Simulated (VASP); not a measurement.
Wanted: the native input for a VASP 6.6.1 run.

| Item | Value |
| --- | --- |
| Task | relaxation of cell and atoms |
| Functional | PBE |
| Potentials or basis | VASP PAW PBE potentials, release 64 (Ga_d, S) |
| Cutoff | 600 eV |
| k mesh | 8 × 8 × 8 |
| Occupations | gaussian, width 0.1 eV |
| Spin | no spin polarisation |
| Dipole correction | no |
| Further INCAR settings | ALGO = Normal; EDIFF = 1e-06; IBRION = 2; EDIFFG = -0.01; NSW = 100; ISIF = 3 |

The structure of GaS5 lies in POSCAR:

```
GaS5
1.0
    0.0000000000      3.8671303259      3.8671303259
    3.8671303259      0.0000000000      3.8671303259
    3.8671303259      3.8671303259      0.0000000000
Ga S
1 5
Direct
    0.0000000000      0.0000000000      0.0000000000
    0.7500000000      0.7500000000      0.7500000000
    0.3916849171      0.3916849171      0.8249452488
    0.3916849171      0.8249452488      0.3916849171
    0.3916849171      0.3916849171      0.3916849171
    0.8249452488      0.3916849171      0.3916849171
```

One way to write it, as run:

INCAR

```
  ALGO = Normal
  EDIFF = 1E-6
  EDIFFG = -0.01
  ENCUT = 600
  GGA = PE
  IBRION = 2
  ISIF = 3
  ISMEAR = 0
  LASPH = True
  LCHARG = False
  LREAL = False
  LWAVE = False
  NELM = 100
  NSW = 100
  PREC = Accurate
  SIGMA = 0.1
```

KPOINTS

```
k-points
0
Gamma
  8 8 8
```

Potentials or basis: VASP PAW PBE potentials, release 64 (Ga_d, S).

The run is started by

```bash
$ cat potpaw_PBE.64/Ga_d/POTCAR potpaw_PBE.64/S/POTCAR > POTCAR
$ mpirun -np 1 vasp_std > vasp.out
```

Results of the run:

The relaxed volume is 18.69 Å³/atom. The relaxed cell is a = 5.413 Å, b = 5.413 Å, c = 5.413 Å, α = 60.00°, β = 60.00°, γ = 60.00°, the space group after relaxing (to 0.05 Å) is F-43m (No. 216) and the energy gained by relaxing is 3.0 meV/atom. The ionic steps are 5. The pressure after relaxing is -0.1 GPa.

Wall time 3.4 min on 1 thread of Intel(R) Xeon(R) 6975P-C (Granite Rapids), with other jobs on the host, peak memory 0.38 GiB.
